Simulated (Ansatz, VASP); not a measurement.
Na: VASP beside Ansatz

INCAR

```
  PREC = Accurate
  ENCUT = 520
  EDIFF = 1E-6
  ISMEAR = 0
  SIGMA = 0.15
  LREAL = False
  LASPH = True
  NELM = 100
  ALGO = Fast
  ISIF = 2
  LWAVE = False
  LCHARG = True
  GGA = PS
  LELF = True
  LVHAR = True
  NBANDS = 14
```

KPOINTS

```
Automatic mesh
0
Gamma
  12 12 8
```

POSCAR

```
Na
1.0
    3.7670009976      0.0000000000      0.0000000000
   -1.8835004988      3.2623185600      0.0000000000
    0.0000000000      0.0000000000      6.1540000000
Na
2
Direct
    0.2802407007      0.6666666667      0.2500000000
    0.6666666667      0.3333333333      0.7500000000
```

Input for Ansatz:

```yaml
crystal:
  lattice:
    - [3.7670009976, 0.0, 0.0]
    - [-1.8835004988, 3.26231856, 0.0]
    - [0.0, 0.0, 6.154]
  atoms:
    - { symbol: Na, position: [0.2802407007, 0.6666666667, 0.25] }
    - { symbol: Na, position: [0.6666666667, 0.3333333333, 0.75] }
basis:
  ecutwfc: 420
kpoints:
  mp_grid: { grid: [12, 12, 8] }
hamiltonian:
  xc: pbesol
scf:
  occupations: { method: gaussian, width: 0.15 }
output:
  forces: true
  stress: true
  eigenvalues: true
```

Alike in both runs: task single point; functional PBEsol; k mesh 12 × 12 × 8; occupations gaussian, width 0.15 eV; no spin polarisation.

|  | VASP | Ansatz |
| --- | --- | --- |
| version | VASP 6.6.1 | Ansatz 0.2.0 |
| potentials or method | VASP PAW PBE potentials, release 64 (Na_pv), cutoff 520 eV | scalar-relativistic, plane waves, PAW |
| valence electrons in the cell | 14 | 18 |

|  | VASP | Ansatz | Ansatz less VASP |
| --- | --- | --- | --- |
| gap on the k mesh at the Fermi level (eV) | none | none | - |
| pressure (GPa) | -0.3 | -0.3 | +0.03 |
| traceless stress, the component that is largest in VASP (GPa) | 0.14 | 0.14 | 0.000 |
| rms of the force components (eV/Å) | 0.014 | 0.014 | 0.0000 |

VASP's potentials were made for PBE, not for PBEsol. Atom by atom the forces differ by 0.000 eV/Å (rms over components). A gap of «none» marks a metal or a gap that the smearing closes. VASP's potentials hold 14 valence electrons a cell and Ansatz's 18, so a difference there can come from the potentials and not from the codes.
